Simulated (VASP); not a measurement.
A run of VASP 6.6.1 is set up as follows.

File INCAR:

```
SYSTEM = TiCuO3
  PREC = Accurate
  ENCUT = 600
  EDIFF = 1E-6
  ISMEAR = -1
  SIGMA = 0.1
  LREAL = .FALSE.
  LASPH = .TRUE.
  NELM = 120
  ALGO = Normal
  ISIF = 2
  LWAVE = .FALSE.
  LCHARG = .FALSE.
  GGA = CA
  NBANDS = 28
  GGA_COMPAT = .FALSE.
```

KPOINTS

```
regular mesh
0
G
  6 6 7
  0 0 0
```

The input POSCAR:

```
TiCuO3
1.0
    4.0139400000      0.0000000000      0.0000000000
    0.0000000000      4.0139400000      0.0000000000
    0.0000000000      0.0000000000      3.7776700000
Ti Cu O
1 1 3
Direct
    0.5000000000      0.5000000000      0.5000000000
    0.0000000000      0.0000000000      0.5000000000
    0.5000000000      0.0000000000      0.5000000000
    0.0000000000      0.5000000000      0.5000000000
    0.5000000000      0.5000000000      0.0000000000
```

Potentials or basis: VASP PAW LDA potentials, release 64 (Ti_sv, Cu, O).

Run with:

```bash
$ cat potpaw_LDA.64/Ti_sv/POTCAR potpaw_LDA.64/Cu/POTCAR potpaw_LDA.64/O/POTCAR > POTCAR
$ mpirun -np 1 vasp_std > vasp.out
```

**Question.** What does it give for the band gap on the k mesh?

**Answer.** Zero (an odd number of electrons rules out a gap without spin polarisation).

**Question.** Predict the pressure.

**Answer.** -10.5 GPa.

Stress tensor (GPa, compression positive):
```
-11.85   0.00   0.00
  0.00 -11.85   0.00
  0.00   0.00  -7.86
```

Caveat: the cell stands under tension; an odd number of electrons without spin polarisation forces a metal; a magnetic or distorted state may lie lower; semilocal functionals often make such compounds metallic where correlation or magnetic order opens a gap, which also shifts bond lengths. With open d or f shells a metallic result of LDA can be an artefact of self-interaction; +U or a hybrid may open a gap.
